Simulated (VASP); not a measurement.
# CO2 (P4_12_12) in VASP: electric field gradients with PBE

Aim: the electric field gradients of CO2 with PBE.

All numbers are computed with VASP 6.6.1; they aren't measurements. Logs are shortened: lines on timing, memory, paths and dates and some standing lists are left out, and cuts for length are marked.

## (1) The cell of the first run

It takes space group P4_12_12 (No. 92, tetragonal). Conventional cell: a = 5.069 Å, b = 5.069 Å, c = 7.232 Å, α = 90.00°, β = 90.00°, γ = 90.00°. Within 1.6 Å of C (site symmetry 2) lie 2 O at 1.17 Å. O (site symmetry 1) has 1 C at 1.17 Å within 1.6 Å.

## (2) Electric field gradients, PBE

Contents of INCAR:

```
SYSTEM = CO2
PREC = Accurate
ENCUT = 1000
EDIFF = 1E-8
ISMEAR = -1
SIGMA = 0.02
LREAL = .False.
LASPH = .True.
NELM = 120
ALGO = Normal
ISIF = 2
LWAVE = .False.
LCHARG = .False.
GGA = PE
LEFG = .True.
NBANDS = 44
GGA_COMPAT = .False.
```

Contents of KPOINTS:

```
Automatic mesh
0
Gamma
  5 5 4
  0 0 0
```

Contents of POSCAR:

```
CO2
1.0
    5.0693110000      0.0000000000      0.0000000000
    0.0000000000      5.0693110000      0.0000000000
    0.0000000000      0.0000000000      7.2320250000
C O
4 8
Direct
    0.9887920000      0.0112080000      0.7500000000
    0.0112080000      0.9887920000      0.2500000000
    0.5112080000      0.5112080000      0.5000000000
    0.4887920000      0.4887920000      0.0000000000
    0.6749860000      0.3476070000      0.4926710000
    0.3250140000      0.6523930000      0.9926710000
    0.8476070000      0.8250140000      0.2426710000
    0.1523930000      0.1749860000      0.7426710000
    0.6523930000      0.3250140000      0.0073290000
    0.3476070000      0.6749860000      0.5073290000
    0.8250140000      0.8476070000      0.7573290000
    0.1749860000      0.1523930000      0.2573290000
```

Potentials or basis: VASP PAW PBE potentials, release 64 (C_h, O_h).

Run with:

```sh
$ cat potpaw_PBE.64/C_h/POTCAR potpaw_PBE.64/O_h/POTCAR > POTCAR
$ mpirun -np 1 vasp_std > vasp.out
```

OUTCAR:

```text
SYSTEM = CO2
   PREC = Accurate
   ENCUT = 1000
   EDIFF = 1E-8
   ISMEAR = -1
   LREAL = .False.
   LASPH = .True.
   NELM = 120
   ISIF = 2
   GGA = PE

 ion  position               nearest neighbor table
   1  0.989  0.011  0.750-   8 1.17  11 1.17
   2  0.011  0.989  0.250-   7 1.17  12 1.17
   3  0.511  0.511  0.500-   5 1.17  10 1.17
   4  0.489  0.489  0.000-   6 1.17   9 1.17
   5  0.675  0.348  0.493-   3 1.17
   6  0.325  0.652  0.993-   4 1.17
   7  0.848  0.825  0.243-   2 1.17
   8  0.152  0.175  0.743-   1 1.17
   9  0.652  0.325  0.007-   4 1.17
  10  0.348  0.675  0.507-   3 1.17
  11  0.825  0.848  0.757-   1 1.17
  12  0.175  0.152  0.257-   2 1.17

  LATTYP: Found a simple tetragonal cell.
 ALAT       =     5.0693110000
 C/A-ratio  =     1.4266287864

  Lattice vectors:

 A1 = (   5.0693110000,   0.0000000000,   0.0000000000)
 A2 = (   0.0000000000,   5.0693110000,   0.0000000000)
 A3 = (   0.0000000000,   0.0000000000,   7.2320250000)

Analysis of symmetry for initial positions (statically):
=====================================================================
 Subroutine PRICEL returns:
 Original cell was already a primitive cell.

 Routine SETGRP: Setting up the symmetry group for a
 simple tetragonal supercell.

 Subroutine GETGRP returns: Found  8 space group operations
 (whereof  2 operations were pure point group operations)
 out of a pool of 16 trial point group operations.

The static configuration has the point symmetry C_2 .
 The point group associated with its full space group is D_4 .

Analysis of symmetry for dynamics (positions and initial velocities):
=====================================================================
 Subroutine PRICEL returns:
 Original cell was already a primitive cell.

 Routine SETGRP: Setting up the symmetry group for a
 simple tetragonal supercell.

 Subroutine GETGRP returns: Found  8 space group operations
 (whereof  2 operations were pure point group operations)
 out of a pool of 16 trial point group operations.

The dynamic configuration has the point symmetry C_2 .
 The point group associated with its full space group is D_4 .

 Subroutine INISYM returns: Found  8 space group operations
 (whereof  2 operations are pure point group operations),
 and found     1 'primitive' translations

----------------------------------------------------------------------------------------

                                     Primitive cell

  volume of cell :     185.8480

  direct lattice vectors                    reciprocal lattice vectors
     5.069311000  0.000000000  0.000000000     0.197265467  0.000000000  0.000000000
     0.000000000  5.069311000  0.000000000     0.000000000  0.197265467  0.000000000
     0.000000000  0.000000000  7.232025000     0.000000000  0.000000000  0.138273858

  length of vectors
     5.069311000  5.069311000  7.232025000     0.197265467  0.197265467  0.138273858

  position of ions in fractional coordinates (direct lattice)
     0.988792000  0.011208000  0.750000000
     0.011208000  0.988792000  0.250000000
     0.511208000  0.511208000  0.500000000
     0.488792000  0.488792000  0.000000000
     0.674986000  0.347607000  0.492671000
     0.325014000  0.652393000  0.992671000
     0.847607000  0.825014000  0.242671000
     0.152393000  0.174986000  0.742671000
     0.652393000  0.325014000  0.007329000
     0.347607000  0.674986000  0.507329000
     0.825014000  0.847607000  0.757329000
     0.174986000  0.152393000  0.257329000

  ion indices of the primitive-cell ions
   primitive index   ion index
                 1           1
                 2           2
[... 92 lines left out ...]
   IALGO  =     38    algorithm
   IMIX   =      4    mixing-type and parameters
     AMIX     =   0.40;   BMIX     =  1.00
     AMIX_MAG =   1.60;   BMIX_MAG =  1.00
  volume/ion in A,a.u.               =      15.49       104.51
  Fermi-wavevector in a.u.,A,eV,Ry     =   1.147490  2.168442 17.915243  1.316733
  Thomas-Fermi vector in A             =   2.284170
   LORBIT       =      0    0 simple, 1 ext, 2 COOP (PROOUT), +10 PAW based schemes
   GGA     = PE    functional components
   LHFCALC =     F    Hartree Fock is set to
   AEXX    =    0.0000 exact exchange contribution
   IVDW    =     0    specifies the selected vdW correction
   LEPSILON=     F    determine dielectric tensor
   LRPA    =     F    only Hartree local field effects (RPA)
 non-spin polarized calculation
  energy-cutoff  :     1000.00
  volume of cell :      185.85
 maximum number of plane-waves:     13380
 NGX is ok and might be reduce to    54
   NGX = 27   NGY = 27   NGZ = 37

 number of electron      64.0000004 magnetization

 Free energy of the ion-electron system (eV)
  ---------------------------------------------------
  ext. energy  EPLUGINS =         0.00000000
  ---------------------------------------------------
  free energy    TOTEN  =       -93.07770856 eV

  energy without entropy =      -93.07770856  energy(sigma->0) =      -93.07770856

 E-fermi :  -2.7910     XC(G=0):  -7.6616

 val. band max:       -3.2921224545   @ k =   0.0000   0.0000   0.0000
 cond. band min:       3.1629833866   @ k =   0.0000   0.0000   0.0000
 fundamental gap:      6.4551058411
 Fermi energy:        -2.7909774663

 k-point     1 :       0.0000    0.0000    0.0000
  band No.  band energies     occupation
      1     -23.8308      2.00000
      2     -23.6743      2.00000
      3     -23.6743      2.00000
      4     -23.5926      2.00000
      5     -22.6967      2.00000
      6     -22.6967      2.00000
[... 835 lines left out ...]
     43       6.7285      0.00000
     44       6.7285      0.00000

------------------------ aborting loop because EDIFF is reached ----------------------------------------

  FORCE on cell =-STRESS in cart. coord.  units (eV):
  Direction    XX          YY          ZZ          XY          YZ          ZX
  --------------------------------------------------------------------------------------
  -------------------------------------------------------------------------------------
  Total       -1.7238035     -1.7238035      1.7643013      0.0000000      0.0000000      0.0000000
  in kB      -14.8607437    -14.8607437     15.2098716      0.0000000      0.0000000      0.0000000
  external PRESSURE =      -4.8372053 kB  Pullay stress =       0.0000000 kB

 VOLUME and BASIS-vectors are now :
 -----------------------------------------------------------------------------
  energy-cutoff  :     1000.00
  volume of cell :      185.85
      direct lattice vectors                 reciprocal lattice vectors
     5.069311000  0.000000000  0.000000000     0.197265467  0.000000000  0.000000000
     0.000000000  5.069311000  0.000000000     0.000000000  0.197265467  0.000000000
     0.000000000  0.000000000  7.232025000     0.000000000  0.000000000  0.138273858

 POSITION                                       TOTAL-FORCE (eV/Angst)
 -----------------------------------------------------------------------------------
      5.01249      0.05682      5.42402         0.010625     -0.010625      0.000000
      0.05682      5.01249      1.80801        -0.010625      0.010625      0.000000
      2.59147      2.59147      3.61601        -0.010625     -0.010625      0.000000
      2.47784      2.47784      0.00000         0.010625      0.010625      0.000000
      3.42171      1.76213      3.56301        -0.453767      0.420860      0.051858
      1.64760      3.30718      7.17902         0.453767     -0.420860      0.051858
      4.29678      4.18225      1.75500         0.420860      0.453767      0.051858
      0.77253      0.88706      5.37102        -0.420860     -0.453767      0.051858
      3.30718      1.64760      0.05300        -0.420860      0.453767     -0.051858
      1.76213      3.42171      3.66902         0.420860     -0.453767     -0.051858
      4.18225      4.29678      5.47702         0.453767      0.420860     -0.051858
      0.88706      0.77253      1.86101        -0.453767     -0.420860     -0.051858
 -----------------------------------------------------------------------------------
    total drift:                               -0.000000      0.000000     -0.000000

  FREE ENERGIE OF THE ION-ELECTRON SYSTEM (eV)
  ---------------------------------------------------
  free  energy   TOTEN  =       -93.0777085607 eV

  energy  without entropy=      -93.0777085607  energy(sigma->0) =      -93.07770856

 Electric field gradients (V/A^2)
---------------------------------------------------------------------
 ion       V_xx      V_yy      V_zz      V_xy      V_xz      V_yz
---------------------------------------------------------------------
   1     -12.724   -12.724    25.448   -37.270     2.391     2.391
   2     -12.724   -12.724    25.448   -37.270    -2.391    -2.391
   3     -12.724   -12.724    25.448    37.270     2.391    -2.391
   4     -12.724   -12.724    25.448    37.270    -2.391     2.391
   5      15.952    15.953   -31.904   -54.118    -3.279     3.359
   6      15.952    15.953   -31.904   -54.118     3.279    -3.359
   7      15.953    15.952   -31.904    54.118     3.359     3.279
   8      15.953    15.952   -31.904    54.118    -3.359    -3.279
   9      15.953    15.952   -31.904   -54.118     3.359    -3.279
  10      15.953    15.952   -31.904   -54.118    -3.359     3.279
  11      15.952    15.953   -31.904    54.118    -3.279    -3.359
  12      15.952    15.953   -31.904    54.118     3.279     3.359
---------------------------------------------------------------------

 Electric field gradients after diagonalization (V/A^2)
 (convention: |V_zz| > |V_xx| > |V_yy|)
----------------------------------------------------------------------
 ion       V_xx      V_yy      V_zz     asymmetry (V_yy - V_xx)/ V_zz
----------------------------------------------------------------------
   1      25.599    24.546   -50.145       0.021
   2      25.599    24.546   -50.145       0.021
   3      25.599    24.546   -50.145       0.021
   4      25.599    24.546   -50.145       0.021
   5     -38.167   -32.120    70.286       0.086
   6     -38.167   -32.120    70.286       0.086
   7     -38.167   -32.120    70.286       0.086
   8     -38.167   -32.120    70.286       0.086
   9     -38.167   -32.120    70.286       0.086
  10     -38.167   -32.120    70.286       0.086
  11     -38.167   -32.120    70.286       0.086
  12     -38.167   -32.120    70.286       0.086
----------------------------------------------------------------------

           NMR quadrupolar parameters

 Cq : quadrupolar parameter    Cq=e*Q*V_zz/h
 eta: asymmetry parameters     (V_yy - V_xx)/ V_zz
 Q  : nuclear electric quadrupole moment in mb (millibarn)
----------------------------------------------------------------------
 ion       Cq(MHz)       eta       Q (mb)
----------------------------------------------------------------------
   1      -0.121       0.021       1.000
   2      -0.121       0.021       1.000
   3      -0.121       0.021       1.000
   4      -0.121       0.021       1.000
   5       0.170       0.086       1.000
   6       0.170       0.086       1.000
   7       0.170       0.086       1.000
   8       0.170       0.086       1.000
   9       0.170       0.086       1.000
  10       0.170       0.086       1.000
  11       0.170       0.086       1.000
  12       0.170       0.086       1.000
----------------------------------------------------------------------
```

It took 6.1 min on 1 thread of AMD EPYC 7R13 (Zen 3), shared host; peak memory 0.64 GiB.

Results:

| Property | Result |
| --- | --- |
| Free energy | -93.0777 eV |
| Pressure | -0.5 GPa |
| Largest force | 0.621 eV/Å |
| Band gap on the k mesh | 6.46 eV |
| Largest electric field gradient by atom | C -50.1; O +70.3 V/Å² |

Forces in eV/Å, atoms in the order of the input:
```
C    0.011 -0.011  0.000
C   -0.011  0.011  0.000
C   -0.011 -0.011  0.000
C    0.011  0.011  0.000
O   -0.454  0.421  0.052
O    0.454 -0.421  0.052
O    0.421  0.454  0.052
O   -0.421 -0.454  0.052
O   -0.421  0.454 -0.052
O    0.421 -0.454 -0.052
O    0.454  0.421 -0.052
O   -0.454 -0.421 -0.052
```

Stress tensor (GPa, compression positive):
```
-1.49  0.00  0.00
 0.00 -1.49  0.00
 0.00  0.00  1.52
```

Electric field gradients, principal values (V/Å²):
| atom | least | middle | greatest (by size) |
| --- | --- | --- | --- |
| 1 C | 24.546 | 25.599 | -50.145 |
| 2 C | 24.546 | 25.599 | -50.145 |
| 3 C | 24.546 | 25.599 | -50.145 |
| 4 C | 24.546 | 25.599 | -50.145 |
| 5 O | -32.120 | -38.167 | 70.286 |
| 6 O | -32.120 | -38.167 | 70.286 |
| 7 O | -32.120 | -38.167 | 70.286 |
| 8 O | -32.120 | -38.167 | 70.286 |
| 9 O | -32.120 | -38.167 | 70.286 |
| 10 O | -32.120 | -38.167 | 70.286 |
| 11 O | -32.120 | -38.167 | 70.286 |
| 12 O | -32.120 | -38.167 | 70.286 |

Caveat: this functional lacks dispersion, which holds the molecules together, so the pressure and a relaxed volume are unreliable; without QUAD_EFG the Cq values of the log hold for a quadrupole moment of 1 mb, not for the nuclei.
